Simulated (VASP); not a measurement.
A run of VASP 6.6.1:

INCAR

```
PREC = Accurate
ENCUT = 520
EDIFF = 1E-8
ISMEAR = -1
SIGMA = 0.03
LREAL = F
LASPH = T
NELM = 60
ALGO = Normal
ISIF = 2
LWAVE = F
LCHARG = F
GGA = PS
LEFG = T
NBANDS = 14
```

File KPOINTS:

```
Automatic mesh
0
Gamma
  9 9 9
```

The input POSCAR:

```
NaCl
1.0
    2.8504347112      0.0000000000      0.0000000000
    0.0000000000      2.8504347112      0.0000000000
    0.0000000000      0.0000000000      2.8504347112
Na Cl
1 1
Direct
    0.0000000000      0.0000000000      0.0000000000
    0.5000000000      0.5000000000      0.5000000000
```

Potentials or basis: VASP PAW PBE potentials, release 64 (Na_pv, Cl).

Command:

```console
$ cat potpaw_PBE.64/Na_pv/POTCAR potpaw_PBE.64/Cl/POTCAR > POTCAR
$ mpirun -np 1 vasp_std > vasp.out
```

Hardware: 1 thread of Intel(R) Xeon(R) 6975P-C (Granite Rapids), on a shared host.

Estimate the wall time of this run.

Run time: 4.2 s on 1 thread of Intel(R) Xeon(R) 6975P-C (Granite Rapids), on a shared host, peak memory 0.13 GiB. Counts: scf iterations 15, k points 35.
